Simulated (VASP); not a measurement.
# Ta in VASP: further runs

Runs on Ta. Level: r2SCAN. Tasks: single point.

Everything below comes from runs of VASP 6.6.1. Logs are shortened: lines on timing, memory, paths and dates and some standing lists are left out, and cuts for length are marked.

## 1. The cell of the first run

The structure is cubic, space group Im-3m (No. 229). Conventional cell: a = 3.385 Å, b = 3.385 Å, c = 3.385 Å, α = 90.00°, β = 90.00°, γ = 90.00°. Within 3.9 Å of Ta (site symmetry m-3m) lie 14 Ta at 2.93 to 3.39 Å.

## 2. Single point, r2SCAN (strain +0.025 along x and y, +0.025 along z)

POSCAR reads:

```
Ta
1.0
   -1.6925620000      1.6925620000      1.6925620000
    1.6925620000     -1.6925620000      1.6925620000
    1.6925620000      1.6925620000     -1.6925620000
Ta
1
Direct
    0.0000000000      0.0000000000      0.0000000000
```

INCAR.step1 reads:

```
SYSTEM = Ta
ALGO = Normal
EDIFF = 1E-4
ENCUT = 520
GGA = PE
ISMEAR = 0
LASPH = .TRUE.
LCHARG = .FALSE.
LREAL = .FALSE.
LWAVE = .TRUE.
NBANDS = 12
NELM = 100
PREC = Accurate
SIGMA = 0.15
```

INCAR.step2 reads:

```
SYSTEM = Ta
ALGO = Normal
EDIFF = 1E-7
ENCUT = 520
ISIF = 2
ISMEAR = 0
ISTART = 1
LASPH = .TRUE.
LCHARG = .FALSE.
LMIXTAU = .TRUE.
LREAL = .FALSE.
LWAVE = .FALSE.
METAGGA = R2SCAN
NBANDS = 12
NELM = 100
PREC = Accurate
SIGMA = 0.15
```

KPOINTS reads:

```
k-points
0
G
  20 20 20
  0 0 0
```

Potentials or basis: VASP PAW PBE potentials, release 64 (Ta_pv).

Run with:

```console
$ cat potpaw_PBE.64/Ta_pv/POTCAR > POTCAR
$ cp INCAR.step1 INCAR
$ mpirun -np 1 vasp_std > vasp.out
$ cp INCAR.step2 INCAR
$ mpirun -np 1 vasp_std > vasp.out
```

OUTCAR:

```text
SYSTEM = Ta
   EDIFF = 1E-7
   ENCUT = 520
   ISIF = 2
   ISMEAR = 0
   ISTART = 1
   LASPH = .TRUE.
   LREAL = .FALSE.
   METAGGA = R2SCAN
   NELM = 100
   PREC = Accurate

 ion  position               nearest neighbor table
   1  0.000  0.000  0.000-

  LATTYP: Found a body centered cubic cell.
 ALAT       =     3.3851240000

  Lattice vectors:

 A1 = (  -1.6925620000,   1.6925620000,   1.6925620000)
 A2 = (   1.6925620000,  -1.6925620000,   1.6925620000)
 A3 = (   1.6925620000,   1.6925620000,  -1.6925620000)

Analysis of symmetry for initial positions (statically):
=====================================================================
 Subroutine PRICEL returns:
 Original cell was already a primitive cell.

 Routine SETGRP: Setting up the symmetry group for a
 body centered cubic supercell.

 Subroutine GETGRP returns: Found 48 space group operations
 (whereof 48 operations were pure point group operations)
 out of a pool of 48 trial point group operations.

The static configuration has the point symmetry O_h .

Analysis of symmetry for dynamics (positions and initial velocities):
=====================================================================
 Subroutine PRICEL returns:
 Original cell was already a primitive cell.

 Routine SETGRP: Setting up the symmetry group for a
 body centered cubic supercell.

 Subroutine GETGRP returns: Found 48 space group operations
 (whereof 48 operations were pure point group operations)
 out of a pool of 48 trial point group operations.

The dynamic configuration has the point symmetry O_h .

 Subroutine INISYM returns: Found 48 space group operations
 (whereof 48 operations are pure point group operations),
 and found     1 'primitive' translations

----------------------------------------------------------------------------------------

                                     Primitive cell

  volume of cell :      19.3952

  direct lattice vectors                    reciprocal lattice vectors
    -1.692562000  1.692562000  1.692562000     0.000000000  0.295410153  0.295410153
     1.692562000 -1.692562000  1.692562000     0.295410153  0.000000000  0.295410153
     1.692562000  1.692562000 -1.692562000     0.295410153  0.295410153  0.000000000

  length of vectors
     2.931603379  2.931603379  2.931603379     0.417773045  0.417773045  0.417773045

  position of ions in fractional coordinates (direct lattice)
     0.000000000  0.000000000  0.000000000

  ion indices of the primitive-cell ions
   primitive index   ion index
[... 81 lines left out ...]
   POTIM  = 0.5000    time-step for ionic-motion
   TEBEG  =    0.0;   TEEND  =   0.0 temperature during run
   PSTRESS=    0.0 pullay stress
   NELECT =      11.0000    total number of electrons
   NUPDOWN=      -1.0000    fix difference up-down
   EMIN   =  10.00;   EMAX   =-10.00  energy-range for DOS
   EFERMI =   0.00;   METHOD = LEGACY
   ISMEAR =     0;   SIGMA  =   0.15  broadening in eV -4-tet -1-fermi 0-gaus
   EFERMI_NEDOS =   21; number of points for ismear=-14 and -15
   IALGO  =     38    algorithm
   IMIX   =      4    mixing-type and parameters
     AMIX     =   0.40;   BMIX     =  1.00
     AMIX_MAG =   1.60;   BMIX_MAG =  1.00
  volume/ion in A,a.u.               =      19.40       130.89
  Fermi-wavevector in a.u.,A,eV,Ry     =   1.355110  2.560786 24.984684  1.836322
  Thomas-Fermi vector in A             =   2.482225
   LORBIT       =      0    0 simple, 1 ext, 2 COOP (PROOUT), +10 PAW based schemes
   METAGGA = R2SCAN    functional components
   LHFCALC =     F    Hartree Fock is set to
   AEXX    =    0.0000 exact exchange contribution
   IVDW    =     0    specifies the selected vdW correction
   LEPSILON=     F    determine dielectric tensor
   LRPA    =     F    only Hartree local field effects (RPA)
 non-spin polarized calculation
 Gauss-broadening in eV      SIGMA  =   0.15
  energy-cutoff  :      520.00
  volume of cell :       19.40
 maximum number of plane-waves:       541
 NGX is ok and might be reduce to    24
   NGX = 11   NGY = 11   NGZ = 11

 number of electron      10.9999999 magnetization

 Free energy of the ion-electron system (eV)
  ---------------------------------------------------
  ext. energy  EPLUGINS =         0.00000000
  ---------------------------------------------------
  free energy    TOTEN  =       -48.53500872 eV

  energy without entropy =      -48.51971418  energy(sigma->0) =      -48.52736145

 E-fermi :   4.7468     XC(G=0): -13.3481

 val. band max:        4.7455557282   @ k =   0.1500   0.0500   0.0500
 cond. band min:       4.7579775889   @ k =   0.1500   0.1000   0.0000
 fundamental gap:      0.0124218607
 Fermi energy:         4.7468388921

 k-point     1 :       0.0000    0.0000    0.0000
  band No.  band energies     occupation
      1     -29.7880      2.00000
      2     -29.7880      2.00000
      3     -29.7880      2.00000
      4      -3.2947      2.00000
      5       5.5746      0.00000
      6       5.5746      0.00000
      7       5.5746      0.00000
      8       8.8079      0.00000
      9       8.8079      0.00000
     10      16.5027      0.00000
     11      20.1666      0.00000
     12      20.1666      0.00000
[... 331 lines left out ...]
 k-point    24 :       0.2500    0.1000    0.0000
  band No.  band energies     occupation
      1     -30.4463      2.00000
      2     -30.0052      2.00000
      3     -29.8245      2.00000
      4      -0.0967      2.00000
      5       4.0033      2.00000
      6       4.3461      1.99984
      7       8.0874      0.00000
      8       9.3383      0.00000
      9       9.4211      0.00000
     10      16.4996      0.00000
     11      19.0107      0.00000
     12      20.2544      0.00000

 [... further k-points ...]

------------------------ aborting loop because EDIFF is reached ----------------------------------------

  FORCE on cell =-STRESS in cart. coord.  units (eV):
  Direction    XX          YY          ZZ          XY          YZ          ZX
  --------------------------------------------------------------------------------------
  -------------------------------------------------------------------------------------
  Total       -1.4882008     -1.4882008     -1.4882008     -0.0000000     -0.0000000     -0.0000000
  in kB     -122.9358014   -122.9358014   -122.9358014     -0.0000000     -0.0000000     -0.0000000
  external PRESSURE =    -122.9358014 kB  Pullay stress =       0.0000000 kB

 VOLUME and BASIS-vectors are now :
 -----------------------------------------------------------------------------
  energy-cutoff  :      520.00
  volume of cell :       19.40
      direct lattice vectors                 reciprocal lattice vectors
    -1.692562000  1.692562000  1.692562000     0.000000000  0.295410153  0.295410153
     1.692562000 -1.692562000  1.692562000     0.295410153  0.000000000  0.295410153
     1.692562000  1.692562000 -1.692562000     0.295410153  0.295410153  0.000000000

 POSITION                                       TOTAL-FORCE (eV/Angst)
 -----------------------------------------------------------------------------------
      0.00000      0.00000      0.00000        -0.000000      0.000000      0.000000
 -----------------------------------------------------------------------------------
    total drift:                                0.000000      0.000000      0.000000

  FREE ENERGIE OF THE ION-ELECTRON SYSTEM (eV)
  ---------------------------------------------------
  free  energy   TOTEN  =       -48.5350087233 eV

  energy  without entropy=      -48.5197141846  energy(sigma->0) =      -48.52736145
```

OSZICAR.step1:

```text
N       E                     dE             d eps       ncg     rms          rms(c)
DAV:   1     0.617875723946E+02    0.61788E+02   -0.60930E+03  6152   0.861E+02
DAV:   2    -0.112193897261E+02   -0.73007E+02   -0.71236E+02  6888   0.245E+02
DAV:   3    -0.123035453882E+02   -0.10842E+01   -0.10725E+01  7428   0.279E+01
DAV:   4    -0.123067747530E+02   -0.32294E-02   -0.32290E-02  6760   0.170E+00
DAV:   5    -0.123067873768E+02   -0.12624E-04   -0.12624E-04  7384   0.101E-01    0.118E+01
DAV:   6    -0.118984805406E+02    0.40831E+00   -0.33615E-01  7220   0.623E+00    0.552E+00
DAV:   7    -0.117847458000E+02    0.11373E+00   -0.28062E-01  7164   0.521E+00    0.378E-01
DAV:   8    -0.117841637455E+02    0.58205E-03   -0.95895E-03  7000   0.750E-01    0.137E-01
DAV:   9    -0.117841407938E+02    0.22952E-04   -0.16381E-04  6872   0.131E-01
   1 F= -.11784141E+02 E0= -.11776291E+02  d E =-.157001E-01
```

Wall time 74 s (1 thread of Intel Xeon 6975P-C (Granite Rapids), shared host); peak memory 0.19 GiB.

What came out:

| Quantity | Value |
| --- | --- |
| Free energy | -48.5350 eV |
| Pressure | -12.3 GPa |
| Band gap on the k mesh | zero (an odd number of electrons rules out a gap without spin polarisation) |

Levels at points of the mesh, in eV from the Fermi level:
```
           k point  band 3  band 4  band 5  band 6  band 7  band 8  band 9  band 10
(0.00, 0.00, 0.00)  -34.53   -8.04    0.83    0.83    0.83    4.06    4.06    11.76
(0.50, 0.00, 0.00)  -34.54   -4.23   -1.36    1.15    3.89    4.87    7.37    11.16
(0.50, 0.50, 0.50)  -35.21   -3.50   -3.50    6.51    6.51    6.51    8.34     8.34
```

Caveat: the cell differs from its parent crystal (strain +0.025 along x and y, +0.025 along z); the cell stands under tension; the PAW data sets were made with another functional, which shifts forces and pressure a little; spin-orbit coupling is left out, which moves the levels of the heavy elements.

## 3. Single point, r2SCAN (strain +0.050 along x and y, +0.050 along z)

POSCAR reads:

```
Ta
1.0
   -1.7338440000      1.7338440000      1.7338440000
    1.7338440000     -1.7338440000      1.7338440000
    1.7338440000      1.7338440000     -1.7338440000
Ta
1
Direct
    0.0000000000      0.0000000000      0.0000000000
```

INCAR.step1 reads:

```
SYSTEM = Ta
PREC = Accurate ; ENCUT = 520
ISMEAR = 0 ; SIGMA = 0.15
LREAL = .FALSE. ; LASPH = .TRUE.
NELM = 80 ; NBANDS = 12
GGA = PE ; ALGO = Normal
EDIFF = 1E-4 ; LWAVE = .TRUE.
LCHARG = .FALSE.
```

INCAR.step2 reads:

```
SYSTEM = Ta
PREC = Accurate ; ENCUT = 520
EDIFF = 1E-6 ; ISMEAR = 0
SIGMA = 0.15 ; LREAL = .FALSE.
LASPH = .TRUE. ; NELM = 80
ALGO = Normal ; ISIF = 2
LWAVE = .FALSE. ; LCHARG = .FALSE.
METAGGA = R2SCAN ; LMIXTAU = .TRUE.
NBANDS = 12 ; ISTART = 1
```

KPOINTS reads:

```
regular mesh
0
G
  20 20 20
  0 0 0
```

Potentials or basis: VASP PAW PBE potentials, release 64 (Ta_pv).

Run with:

```console
$ cat potpaw_PBE.64/Ta_pv/POTCAR > POTCAR
$ cp INCAR.step1 INCAR
$ mpirun -np 1 vasp_std > vasp.out
$ cp INCAR.step2 INCAR
$ mpirun -np 1 vasp_std > vasp.out
```

OUTCAR:

```text
SYSTEM = Ta
   PREC = Accurate
   ENCUT = 520
   EDIFF = 1E-6
   ISMEAR = 0
   LREAL = .FALSE.
   LASPH = .TRUE.
   NELM = 80
   ISIF = 2
   METAGGA = R2SCAN
   ISTART = 1

 ion  position               nearest neighbor table
   1  0.000  0.000  0.000-

  LATTYP: Found a body centered cubic cell.
 ALAT       =     3.4676880000

  Lattice vectors:

 A1 = (  -1.7338440000,   1.7338440000,   1.7338440000)
 A2 = (   1.7338440000,  -1.7338440000,   1.7338440000)
 A3 = (   1.7338440000,   1.7338440000,  -1.7338440000)

Analysis of symmetry for initial positions (statically):
=====================================================================
 Subroutine PRICEL returns:
 Original cell was already a primitive cell.

 Routine SETGRP: Setting up the symmetry group for a
 body centered cubic supercell.

 Subroutine GETGRP returns: Found 48 space group operations
 (whereof 48 operations were pure point group operations)
 out of a pool of 48 trial point group operations.

The static configuration has the point symmetry O_h .

Analysis of symmetry for dynamics (positions and initial velocities):
=====================================================================
 Subroutine PRICEL returns:
 Original cell was already a primitive cell.

 Routine SETGRP: Setting up the symmetry group for a
 body centered cubic supercell.

 Subroutine GETGRP returns: Found 48 space group operations
 (whereof 48 operations were pure point group operations)
 out of a pool of 48 trial point group operations.

The dynamic configuration has the point symmetry O_h .

 Subroutine INISYM returns: Found 48 space group operations
 (whereof 48 operations are pure point group operations),
 and found     1 'primitive' translations

----------------------------------------------------------------------------------------

                                     Primitive cell

  volume of cell :      20.8492

[... 111 lines left out ...]
   METAGGA = R2SCAN    functional components
   LHFCALC =     F    Hartree Fock is set to
   AEXX    =    0.0000 exact exchange contribution
   IVDW    =     0    specifies the selected vdW correction
   LEPSILON=     F    determine dielectric tensor
   LRPA    =     F    only Hartree local field effects (RPA)
 non-spin polarized calculation
 Gauss-broadening in eV      SIGMA  =   0.15
  energy-cutoff  :      520.00
  volume of cell :       20.85
 maximum number of plane-waves:       586
   NGX = 11   NGY = 11   NGZ = 11

 number of electron      11.0000000 magnetization

 Free energy of the ion-electron system (eV)
  ---------------------------------------------------
  ext. energy  EPLUGINS =         0.00000000
  ---------------------------------------------------
  free energy    TOTEN  =       -48.37690966 eV

  energy without entropy =      -48.36019090  energy(sigma->0) =      -48.36855028

 E-fermi :   4.2150     XC(G=0): -12.9469

 val. band max:        4.2099931570   @ k =   0.1000   0.1000   0.0500
 cond. band min:       4.2233687574   @ k =   0.2500   0.0000   0.0000
 fundamental gap:      0.0133756004
 Fermi energy:         4.2150084620

 k-point     1 :       0.0000    0.0000    0.0000
  band No.  band energies     occupation
      1     -30.6246      2.00000
      2     -30.6246      2.00000
      3     -30.6246      2.00000
      4      -3.5385      2.00000
      5       5.0112      0.00000
      6       5.0112      0.00000
      7       5.0112      0.00000
      8       8.0066      0.00000
      9       8.0066      0.00000
     10      15.6196      0.00000
     11      19.2878      0.00000
     12      19.2878      0.00000
[... 331 lines left out ...]
 k-point    24 :       0.2500    0.1000    0.0000
  band No.  band energies     occupation
      1     -31.1372      2.00000
      2     -30.7957      2.00000
      3     -30.6522      2.00000
      4      -0.5041      2.00000
      5       3.5842      2.00000
      6       3.8584      1.99923
      7       7.3399      0.00000
      8       8.4432      0.00000
      9       8.5204      0.00000
     10      15.6138      0.00000
     11      17.6641      0.00000
     12      18.8831      0.00000

 [... further k-points ...]

------------------------ aborting loop because EDIFF is reached ----------------------------------------

  FORCE on cell =-STRESS in cart. coord.  units (eV):
  Direction    XX          YY          ZZ          XY          YZ          ZX
  --------------------------------------------------------------------------------------
  -------------------------------------------------------------------------------------
  Total       -2.8595729     -2.8595729     -2.8595729     -0.0000000      0.0000000     -0.0000000
  in kB     -219.7463668   -219.7463668   -219.7463668     -0.0000000      0.0000000     -0.0000000
  external PRESSURE =    -219.7463668 kB  Pullay stress =       0.0000000 kB

 VOLUME and BASIS-vectors are now :
 -----------------------------------------------------------------------------
  energy-cutoff  :      520.00
  volume of cell :       20.85
      direct lattice vectors                 reciprocal lattice vectors
    -1.733844000  1.733844000  1.733844000     0.000000000  0.288376578  0.288376578
     1.733844000 -1.733844000  1.733844000     0.288376578  0.000000000  0.288376578
     1.733844000  1.733844000 -1.733844000     0.288376578  0.288376578  0.000000000

 POSITION                                       TOTAL-FORCE (eV/Angst)
 -----------------------------------------------------------------------------------
      0.00000      0.00000      0.00000         0.000000      0.000000      0.000000
 -----------------------------------------------------------------------------------
    total drift:                                0.000000      0.000000     -0.000000

  FREE ENERGIE OF THE ION-ELECTRON SYSTEM (eV)
  ---------------------------------------------------
  free  energy   TOTEN  =       -48.3769096578 eV

  energy  without entropy=      -48.3601908976  energy(sigma->0) =      -48.36855028
```

OUTCAR.step1:

```text
SYSTEM = Ta
   PREC = Accurate
   ENCUT = 520
   ISMEAR = 0
   LREAL = .FALSE.
   LASPH = .TRUE.
   NELM = 80
[... 576 lines left out ...]
 -----------------------------------------------------------------------------------
      0.00000      0.00000      0.00000        -0.000000     -0.000000      0.000000
 -----------------------------------------------------------------------------------
    total drift:                               -0.000000      0.000000      0.000000

  FREE ENERGIE OF THE ION-ELECTRON SYSTEM (eV)
  ---------------------------------------------------
  free  energy   TOTEN  =       -11.6448380238 eV

  energy  without entropy=      -11.6272983001  energy(sigma->0) =      -11.63606816
```

Wall time 82 s (1 thread of Intel Xeon 6975P-C (Granite Rapids), shared host); peak memory 0.19 GiB.

Results:

```yaml
Free_energy: -48.3769 eV
Pressure: -22.0 GPa
Band_gap_on_the_k_mesh: zero (an odd number of electrons rules out a gap without spin polarisation)
```

Caveat: the cell differs from its parent crystal (strain +0.050 along x and y, +0.050 along z); the cell stands under tension; the PAW data sets were made with another functional, which shifts forces and pressure a little; spin-orbit coupling is left out, which moves the levels of the heavy elements.

(Continued in part 2 of 2.)
